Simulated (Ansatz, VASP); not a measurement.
## Zn3SnO in VASP and in Ansatz

File INCAR:

```
SYSTEM = Zn3SnO
  PREC = Accurate
  ENCUT = 520
  EDIFF = 1E-7
  ISMEAR = 0
  SIGMA = 0.1
  LREAL = .FALSE.
  LASPH = .TRUE.
  NELM = 80
  ALGO = Normal
  ISIF = 2
  LWAVE = .FALSE.
  LCHARG = .FALSE.
  GGA = PE
  NBANDS = 36
```

KPOINTS

```
regular mesh
0
G
  6 6 4
  0 0 0
```

The input POSCAR:

```
Zn3SnO
1.0
    5.0207455800      0.0000000000      0.0000000000
   -2.5103727900      4.3480932200      0.0000000000
    0.0000000000      0.0000000000      4.4328535600
Zn Sn O
3 1 1
Direct
    0.5000000000      0.0000000000      0.0000000000
    0.0000000000      0.5000000000      0.0000000000
    0.5000000000      0.5000000000      0.0000000000
    0.0000000000      0.0000000000      0.0000000000
    0.0000000000      0.0000000000      0.5000000000
```

Input for Ansatz:

```yaml
crystal:
  lattice:
    - [5.02074558, 0.0, 0.0]
    - [-2.51037279, 4.34809322, 0.0]
    - [0.0, 0.0, 4.43285356]
  atoms:
    - { symbol: Zn, position: [0.5, 0.0, 0.0] }
    - { symbol: Zn, position: [0.0, 0.5, 0.0] }
    - { symbol: Zn, position: [0.5, 0.5, 0.0] }
    - { symbol: Sn, position: [0.0, 0.0, 0.0] }
    - { symbol: O, position: [0.0, 0.0, 0.5] }
basis:
  ecutwfc: 420
kpoints:
  mp_grid: { grid: [6, 6, 4] }
hamiltonian:
  xc: pbe
scf:
  occupations: { method: gaussian, width: 0.1 }
  lower_state_search: "off"
output:
  forces: true
  stress: true
  eigenvalues: true
```

Alike in both runs: task single point; functional PBE; k mesh 6 × 6 × 4; occupations gaussian, width 0.1 eV; no spin polarisation.

|  | VASP | Ansatz |
| --- | --- | --- |
| version | VASP 6.6.1 | Ansatz 0.2.0 |
| potentials or method | VASP PAW PBE potentials, release 64 (Zn, Sn_d, O), cutoff 520 eV | scalar-relativistic, plane waves, PAW |
| valence electrons in the cell | 56 | 56 |

Ansatz gave:

* gap on the k mesh at the Fermi level (eV): none
* pressure (GPa): 10.0
* traceless stress, the component that is largest in VASP (GPa): -15.49

Task: Estimate VASP's values.

Result: gap on the k mesh at the Fermi level (eV): none; pressure (GPa): 10.2; traceless stress, the component that is largest in VASP (GPa): -15.54.

A gap of «none» marks a metal or a gap that the smearing closes. With one functional, cell and mesh, what is left measures potentials, basis and numerics.
